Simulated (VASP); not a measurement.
Write the native input for VASP 6.6.1 that does the following.

```yaml
Task: single point
Functional: PBEsol
Potentials_or_basis: VASP PAW PBE potentials, release 64 (Ti_sv, Al)
Cutoff: 520 eV
k_mesh: 19 × 19 × 10
Occupations: fermi-dirac, width 0.1 eV
Spin: no spin polarisation
Dipole_correction: no
Further_INCAR_settings: ALGO = Normal; EDIFF = 1e-06; NBANDS = 14
```

The structure of TiAl lies in POSCAR:

```
TiAl
1.0
    2.8427264191      0.0000000000      0.0000000000
   -1.4213632095      2.4618732949      0.0000000000
    0.0000000000      0.0000000000      4.6380517076
Ti Al
1 1
Direct
    0.0000000000      0.0000000000      0.0000000000
    0.3333333333      0.6666666667      0.5000000000
```

One way to write it, as run:

INCAR

```
  ALGO = Normal
  EDIFF = 1E-6
  ENCUT = 520
  GGA = PS
  ISIF = 2
  ISMEAR = -1
  LASPH = True
  LCHARG = True
  LELF = True
  LREAL = False
  LVHAR = True
  LWAVE = False
  NBANDS = 14
  NELM = 100
  PREC = Accurate
  SIGMA = 0.1
```

KPOINTS

```
k-points
0
Gamma
  19 19 10
```

Potentials or basis: VASP PAW PBE potentials, release 64 (Ti_sv, Al).

Launch:

```console
$ cat potpaw_PBE.64/Ti_sv/POTCAR potpaw_PBE.64/Al/POTCAR > POTCAR
$ mpirun -np 1 vasp_std > vasp.out
```

It gave:

```
Pressure               : 0.0 GPa
Band gap on the k mesh : zero (an odd number of electrons rules out a gap without spin polarisation)
```

Caveat: the PAW data sets were made with another functional, which shifts forces and pressure a little.

Wall time 2.4 min on 1 thread of Intel Xeon 8259CL, with other jobs on the host, peak memory 0.24 GiB.
